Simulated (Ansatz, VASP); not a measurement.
## One calculation of NbCd3Rh, two programs

The input INCAR:

```
PREC     = Accurate       # precision mode
ENCUT    = 600            # plane-wave cutoff, eV
EDIFF    = 1E-7           # SCF threshold, eV
ISMEAR   = 0              # smearing method
SIGMA    = 0.1            # smearing width, eV
LREAL    = False          # projectors in reciprocal space
LASPH    = True           # aspherical terms in the spheres
NELM     = 100            # most SCF steps
ALGO     = Normal         # electronic algorithm
ISIF     = 3              # what is computed and relaxed
LWAVE    = False          # write WAVECAR
LCHARG   = False          # write CHGCAR
GGA      = PE             # functional
IBRION   = 2              # ionic algorithm
NSW      = 90             # ionic steps
EDIFFG   = -0.04          # ionic threshold
```

KPOINTS

```
regular mesh
0
Gamma
  4 4 4
```

POSCAR

```
NbCd3Rh
1.0
    4.5636820491      0.0000000000      0.0000000000
    0.0000000000      4.5636820491      0.0000000000
    0.0000000000      0.0000000000      4.5636820491
Nb Cd Rh
1 3 1
Direct
    0.0000000000      0.0000000000      0.0000000000
    0.0000000000      0.5000000000      0.5000000000
    0.5000000000      0.0000000000      0.5000000000
    0.5000000000      0.5000000000      0.0000000000
    0.5000000000      0.5000000000      0.5000000000
```

Input for Ansatz:

```yaml
crystal:
  lattice:
    - [4.5636820491, 0.0, 0.0]
    - [0.0, 4.5636820491, 0.0]
    - [0.0, 0.0, 4.5636820491]
  atoms:
    - { symbol: Nb, position: [0.0, 0.0, 0.0] }
    - { symbol: Cd, position: [0.0, 0.5, 0.5] }
    - { symbol: Cd, position: [0.5, 0.0, 0.5] }
    - { symbol: Cd, position: [0.5, 0.5, 0.0] }
    - { symbol: Rh, position: [0.5, 0.5, 0.5] }
basis:
  ecutwfc: 420
kpoints:
  mp_grid: { grid: [4, 4, 4] }
hamiltonian:
  xc: pbe
scf:
  occupations: { method: gaussian, width: 0.1 }
  lower_state_search: "off"
output:
  forces: true
  stress: true
  eigenvalues: true
relax:
  adjacent_minimum: "off"
  f_tol: 0.04
  max_steps: 70
  cell: { stress_tol: 0.4 }
```

Alike in both runs: task relaxation of cell and atoms; functional PBE; k mesh 4 × 4 × 4; occupations gaussian, width 0.1 eV; no spin polarisation.

|  | VASP | Ansatz |
| --- | --- | --- |
| version | VASP 6.6.1 | Ansatz 0.2.0 |
| potentials or method | VASP PAW PBE potentials, release 64 (Nb_sv, Cd, Rh_pv), cutoff 600 eV | scalar-relativistic, plane waves, PAW |
| valence electrons in the cell | 64 | 90 |

```csv
,VASP,Ansatz,Ansatz less VASP
"gap on the k mesh at the Fermi level, each at its own relaxed structure (eV)",none,none,-
relaxed volume (Å³/atom),24.86,24.47,-0.399
relaxed length of the cell vector where the two differ most in proportion (Å),4.991,4.964,-0.0268
```

A gap of «none» marks a metal or a gap that the smearing closes. VASP's potentials hold 64 valence electrons a cell and Ansatz's 90, so a difference there can come from the potentials and not from the codes.

Noted on VASP's run: the volume moved by over 15 % at a fixed basis, so the end points are rough.
